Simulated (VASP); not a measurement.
# Co in VASP: single point with PBE

Aim: the single point of Co with PBE.

All numbers are computed with VASP 6.6.1; they aren't measurements. Logs are shortened: lines on timing, memory, paths and dates and some standing lists are left out, and cuts for length are marked.

**1. The cell of the first run**

The cell holds a slab with vacuum, 6 atoms: a = 2.493 Å, b = 4.037 Å, c = 21.038 Å, α = 90.00°, β = 90.00°, γ = 90.00°.

**2. Single point, PBE, collinear spin, ferromagnetic start**

INCAR reads:

```
ALGO     = Normal         # electronic algorithm
DIPOL    = 0.5 0.5 0.500
EDIFF    = 1E-6           # SCF threshold, eV
ENCUT    = 520            # plane-wave cutoff, eV
GGA      = PE             # functional
IDIPOL   = 3            
ISIF     = 2              # what is computed and relaxed
ISMEAR   = -1             # smearing method
ISPIN    = 2              # spin polarisation
LASPH    = T              # aspherical terms in the spheres
LCHARG   = F              # write CHGCAR
LDIPOL   = T            
LMAXMIX  = 4              # l up to which the mixer works
LORBIT   = 11             # projections on sites
LREAL    = F              # projectors in reciprocal space
LWAVE    = F              # write WAVECAR
MAGMOM   = 1.7 1.7 1.7 1.7 1.7 1.7 # initial moments
NBANDS   = 40             # bands
NELM     = 150            # most SCF steps
PREC     = Accurate       # precision mode
SIGMA    = 0.1            # smearing width, eV
```

KPOINTS reads:

```
k-points
0
Gamma
  15 9 1
```

POSCAR reads:

```
Co
1.0
    2.4930397979      0.0000000000      0.0000000000
    0.0000000000      4.0369295266      0.0000000000
    0.0000000000      0.0000000000     21.0378000000
Co
6
Direct
    0.7500000000      0.7500000000      0.3844541979
    0.2500000000      0.2500000000      0.4134423340
    0.2500000000      0.7500000000      0.4833874064
    0.7500000000      0.2500000000      0.5166125660
    0.7500000000      0.7500000000      0.5865576742
    0.2500000000      0.2500000000      0.6155458216
```

Potentials or basis: VASP PAW PBE potentials, release 64 (Co).

Run with:

```sh
cat potpaw_PBE.64/Co/POTCAR > POTCAR
mpirun -np 1 vasp_std > vasp.out
```

OUTCAR:

```text
EDIFF = 1E-6
   ENCUT = 520
   GGA = PE
   ISIF = 2
   ISMEAR = -1
   ISPIN = 2
   LASPH = T
   LORBIT = 11
   LREAL = F
   NELM = 150
   PREC = Accurate

 ion  position               nearest neighbor table
   1  0.750  0.750  0.384-   3 2.43   3 2.43   2 2.45   2 2.45   2 2.45   2 2.45
   2  0.250  0.250  0.413-   1 2.45   1 2.45   1 2.45   1 2.45   3 2.50   3 2.50   4 2.50   4 2.50

   3  0.250  0.750  0.483-   1 2.43   1 2.43   4 2.47   4 2.47   4 2.47   4 2.47   2 2.50   2 2.50
                             5 2.50   5 2.50
   4  0.750  0.250  0.517-   6 2.43   6 2.43   3 2.47   3 2.47   3 2.47   3 2.47   5 2.50   5 2.50
                             2 2.50   2 2.50
   5  0.750  0.750  0.587-   6 2.45   6 2.45   6 2.45   6 2.45   4 2.50   4 2.50   3 2.50   3 2.50

   6  0.250  0.250  0.616-   4 2.43   4 2.43   5 2.45   5 2.45   5 2.45   5 2.45

  LATTYP: Found a simple orthorhombic cell.
 ALAT       =     2.4930397979
 B/A-ratio  =     1.6192800171
 C/A-ratio  =     8.4386137829

  Lattice vectors:

 A1 = (   2.4930397979,   0.0000000000,   0.0000000000)
 A2 = (   0.0000000000,   4.0369295266,   0.0000000000)
 A3 = (   0.0000000000,   0.0000000000,  21.0378000000)

Analysis of symmetry for initial positions (statically):
=====================================================================
 Subroutine PRICEL returns:
 Original cell was already a primitive cell.

 Routine SETGRP: Setting up the symmetry group for a
 simple orthorhombic supercell.

 Subroutine GETGRP returns: Found  8 space group operations
 (whereof  2 operations were pure point group operations)
 out of a pool of  8 trial point group operations.

The static configuration has the point symmetry S_2 .
 The point group associated with its full space group is D_2h.

Analysis of symmetry for dynamics (positions and initial velocities):
=====================================================================
 Subroutine PRICEL returns:
 Original cell was already a primitive cell.

 Routine SETGRP: Setting up the symmetry group for a
 simple orthorhombic supercell.

 Subroutine GETGRP returns: Found  8 space group operations
 (whereof  2 operations were pure point group operations)
 out of a pool of  8 trial point group operations.

The dynamic configuration has the point symmetry S_2 .
 The point group associated with its full space group is D_2h.

Analysis of structural, dynamic, and magnetic symmetry:
=====================================================================
 Subroutine PRICEL returns:
 Original cell was already a primitive cell.

 Routine SETGRP: Setting up the symmetry group for a
 simple orthorhombic supercell.

 Subroutine GETGRP returns: Found  8 space group operations
 (whereof  2 operations were pure point group operations)
 out of a pool of  8 trial point group operations.

The overall configuration has the point symmetry S_2 .
 The point group associated with its full space group is D_2h.

 Subroutine INISYM returns: Found  8 space group operations
 (whereof  2 operations are pure point group operations),
 and found     1 'primitive' translations

----------------------------------------------------------------------------------------

                                     Primitive cell

  volume of cell :     211.7292

  direct lattice vectors                    reciprocal lattice vectors
     2.493039798  0.000000000  0.000000000     0.401116741  0.000000000  0.000000000
     0.000000000  4.036929527  0.000000000     0.000000000  0.247713019  0.000000000
     0.000000000  0.000000000 21.037800000     0.000000000  0.000000000  0.047533487

  length of vectors
     2.493039798  4.036929527 21.037800000     0.401116741  0.247713019  0.047533487

  position of ions in fractional coordinates (direct lattice)
     0.750000000  0.750000000  0.384454198
     0.250000000  0.250000000  0.413442334
     0.250000000  0.750000000  0.483387406
     0.750000000  0.250000000  0.516612566
     0.750000000  0.750000000  0.586557674
     0.250000000  0.250000000  0.615545822

  ion indices of the primitive-cell ions
   primitive index   ion index
                 1           1
                 2           2
                 3           3
                 4           4
                 5           5
                 6           6

----------------------------------------------------------------------------------------

 KPOINTS: k-points

Automatic generation of k-mesh.
 Grid dimensions read from file:
 generate k-points for:   15    9    1

 Generating k-lattice:

  Cartesian coordinates                     Fractional coordinates (reciprocal lattice)
     0.026741116  0.000000000  0.000000000     0.066666667  0.000000000  0.000000000
     0.000000000  0.027523669  0.000000000     0.000000000  0.111111111  0.000000000
     0.000000000  0.000000000  0.047533487     0.000000000  0.000000000  1.000000000

  Length of vectors
     0.026741116  0.027523669  0.047533487

  Shift w.r.t. Gamma in fractional coordinates (k-lattice)
     0.000000000  0.000000000  0.000000000

 Subroutine IBZKPT returns following result:
 ===========================================

 Found     40 irreducible k-points:

 Following reciprocal coordinates:
            Coordinates               Weight
  0.000000  0.000000  0.000000      1.000000
  0.066667  0.000000  0.000000      2.000000
  0.133333  0.000000  0.000000      2.000000
  0.200000  0.000000  0.000000      2.000000
  0.266667  0.000000  0.000000      2.000000
  0.333333  0.000000  0.000000      2.000000
[... 16 lines left out ...]
  0.400000  0.222222  0.000000      4.000000
  0.466667  0.222222  0.000000      4.000000
 [... further k-points ...]
   k-points           NKPTS =     40   k-points in BZ     NKDIM =     40   number of bands    NBANDS=     40
   number of dos      NEDOS =    301   number of ions     NIONS =      6
   total plane-waves  NPLWV =  96000
   dimension x,y,z NGX =    20 NGY =   30 NGZ =  160
   dimension x,y,z NGXF=    40 NGYF=   60 NGZF=  320
   ions per type =               6
   NGX,Y,Z   is equivalent  to a cutoff of  13.34, 12.35, 12.64 a.u.
   NGXF,Y,Z  is equivalent  to a cutoff of  26.67, 24.71, 25.29 a.u.
 SYSTEM =  unknown system
   PREC   = accura    normal or accurate (medium, high low for compatibility)
   ISTART =      0    job   : 0-new  1-cont  2-samecut
   ICHARG =      2    charge: 1-file 2-atom 10-const
   ISPIN  =      2    spin polarized calculation?
   LNONCOLLINEAR =      F non collinear calculations
   LSORBIT =      F    spin-orbit coupling
   LASPH  =      T    aspherical Exc in radial PAW
   ENCUT  =  520.0 eV  38.22 Ry    6.18 a.u.   4.64  7.51 39.12*2*pi/ulx,y,z
   NELM   =    150;   NELMIN=  2; NELMDL= -5     # of ELM steps
   EDIFF  = 0.1E-05   stopping-criterion for ELM
   LREAL  =      F    real-space projection
   EDIFFG = 0.1E-04   stopping-criterion for IOM
   NSW    =      0    number of steps for IOM
   IBRION =     -1    ionic relax: 0-MD 1-quasi-New 2-CG
   NFREE  =      0    steps in history (QN), initial steepest desc. (CG)
   ISIF   =      2    stress and relaxation
   ISYM   =      2    0-nonsym 1-usesym 2-fastsym
   POTIM  = 0.5000    time-step for ionic-motion
   TEBEG  =    0.0;   TEEND  =   0.0 temperature during run
   PSTRESS=    0.0 pullay stress
   NELECT =      54.0000    total number of electrons
   NUPDOWN=      -1.0000    fix difference up-down
   EMIN   =  10.00;   EMAX   =-10.00  energy-range for DOS
   EFERMI =   0.00;   METHOD = LEGACY
   ISMEAR =    -1;   SIGMA  =   0.10  broadening in eV -4-tet -1-fermi 0-gaus
   EFERMI_NEDOS =   21; number of points for ismear=-14 and -15
   IALGO  =     38    algorithm
   IMIX   =      4    mixing-type and parameters
     AMIX     =   0.40;   BMIX     =  1.00
     AMIX_MAG =   1.60;   BMIX_MAG =  1.00
  volume/ion in A,a.u.               =      35.29       238.14
  Fermi-wavevector in a.u.,A,eV,Ry     =   1.038196  1.961905 14.665041  1.077850
  Thomas-Fermi vector in A             =   2.172669
   LORBIT       =     11    0 simple, 1 ext, 2 COOP (PROOUT), +10 PAW based schemes
   GGA     = PE    functional components
   LHFCALC =     F    Hartree Fock is set to
   AEXX    =    0.0000 exact exchange contribution
   IVDW    =     0    specifies the selected vdW correction
   LEPSILON=     F    determine dielectric tensor
   LRPA    =     F    only Hartree local field effects (RPA)
 spin polarized calculation
  energy-cutoff  :      520.00
  volume of cell :      211.73
 maximum number of plane-waves:      5745
 NGX is ok and might be reduce to    20
   NGX =  9   NGY = 15   NGZ = 79

 dipolmoment           0.000000      0.000000     -0.000000 electrons x Angstroem

 number of electron      53.9999971 magnetization       9.9376526

 number of electron      53.9999971 magnetization      10.2151376

 dipolmoment           0.000000      0.000000      0.000004 electrons x Angstroem

 Free energy of the ion-electron system (eV)
  ---------------------------------------------------
  ext. energy  EPLUGINS =         0.00000000
  ---------------------------------------------------
  free energy    TOTEN  =       -39.45897424 eV

  energy without entropy =      -39.24456249  energy(sigma->0) =      -39.35176837

 E-fermi :  -0.0031     XC(G=0):  -5.0427

 val. band max:       -0.0046026623   @ k =   0.0000   0.4444   0.0000
 cond. band min:      -0.0020376009   @ k =   0.4667   0.3333   0.0000
 fundamental gap:      0.0025650614
 Fermi energy:        -0.0031478129

 spin component 1

 k-point     1 :       0.0000    0.0000    0.0000
  band No.  band energies     occupation
      1      -8.3462      1.00000
      2      -6.5104      1.00000
      3      -5.1261      1.00000
      4      -4.8565      1.00000
      5      -4.6425      1.00000
      6      -4.3637      1.00000
[... 31 lines left out ...]
     38       4.6362      0.00000
     39       5.0485      0.00000
[... 964 lines left out ...]
     38       7.3106      0.00000
     39       7.4632      0.00000

 [... further k-points ...]

 spin component 2

 k-point     1 :       0.0000    0.0000    0.0000
  band No.  band energies     occupation
      1      -8.3309      1.00000
      2      -6.4075      1.00000
      3      -4.5053      1.00000
      4      -3.7976      1.00000
      5      -3.3808      1.00000
      6      -3.1099      1.00000
[... 31 lines left out ...]
     38       4.6889      0.00000
     39       5.1679      0.00000
[... 964 lines left out ...]
     38       7.9712      0.00000
     39       8.0588      0.00000

 [... further k-points ...]

 [bands above 39 left out]

------------------------ aborting loop because EDIFF is reached ----------------------------------------

 vacuum level on the upper side and lower side of the slab       (xc-potential included)         0.000         0.000

  FORCE on cell =-STRESS in cart. coord.  units (eV):
  Direction    XX          YY          ZZ          XY          YZ          ZX
  --------------------------------------------------------------------------------------
  -------------------------------------------------------------------------------------
  Total       -2.5149366     -2.4832577     -0.2045868     -0.0000000      0.0000000      0.0000000
  in kB      -19.0307945    -18.7910771     -1.5481300     -0.0000000      0.0000000      0.0000000
  external PRESSURE =     -13.1233339 kB  Pullay stress =       0.0000000 kB

 VOLUME and BASIS-vectors are now :
 -----------------------------------------------------------------------------
  energy-cutoff  :      520.00
  volume of cell :      211.73
      direct lattice vectors                 reciprocal lattice vectors
     2.493039798  0.000000000  0.000000000     0.401116741  0.000000000  0.000000000
     0.000000000  4.036929527  0.000000000     0.000000000  0.247713019  0.000000000
     0.000000000  0.000000000 21.037800000     0.000000000  0.000000000  0.047533487

 POSITION                                       TOTAL-FORCE (eV/Angst)
 -----------------------------------------------------------------------------------
      1.86978      3.02770      8.08807         0.000000      0.000000      0.027587
      0.62326      1.00923      8.69792        -0.000000      0.000000      0.018789
      0.62326      3.02770     10.16941         0.000000     -0.000000     -0.001278
      1.86978      1.00923     10.86839         0.000000      0.000000      0.001278
      1.86978      3.02770     12.33988         0.000000      0.000000     -0.018789
      0.62326      1.00923     12.94973         0.000000      0.000000     -0.027587
 -----------------------------------------------------------------------------------
    total drift:                               -0.000000      0.000000      0.000517

  FREE ENERGIE OF THE ION-ELECTRON SYSTEM (eV)
  ---------------------------------------------------
  free  energy   TOTEN  =       -39.4589742392 eV

  energy  without entropy=      -39.2445624917  energy(sigma->0) =      -39.35176837

 vacuum level on the upper side and lower side of the slab         4.711         4.711

 total charge

# of ion       s       p       d       tot
------------------------------------------
    1        0.486   0.382   7.238   8.107
    2        0.487   0.452   7.244   8.183
    3        0.489   0.523   7.272   8.284
    4        0.489   0.523   7.272   8.284
    5        0.487   0.452   7.244   8.183
    6        0.486   0.382   7.238   8.107
--------------------------------------------------
tot          2.925   2.714  43.510  49.148

 magnetization (x)

# of ion       s       p       d       tot
------------------------------------------
    1       -0.006  -0.036   1.838   1.796
    2       -0.014  -0.046   1.732   1.672
    3       -0.013  -0.052   1.739   1.673
    4       -0.013  -0.052   1.739   1.673
    5       -0.014  -0.046   1.732   1.672
    6       -0.006  -0.036   1.838   1.796
--------------------------------------------------
tot         -0.066  -0.269  10.619  10.283
```

Wall time 43 min (1 thread of Oxide Virtual Turin-like, shared host); peak memory 0.61 GiB.

What came out:

| Item | Value |
| --- | --- |
| Free energy | -39.4590 eV |
| Largest force | 0.028 eV/Å |
| Net moment | 10.22 μB per cell |
| Site moments | Co +1.80, +1.67 (each value once) μB |
| Valence electrons inside the program's atomic spheres | Co 8.11, 8.18, 8.28 (each value once) |

Forces on the atoms (eV/Å):
```
Co   0.000  0.000  0.028
Co   0.000  0.000  0.019
Co   0.000  0.000 -0.001
Co   0.000  0.000  0.001
Co   0.000  0.000 -0.019
Co   0.000  0.000 -0.028
```
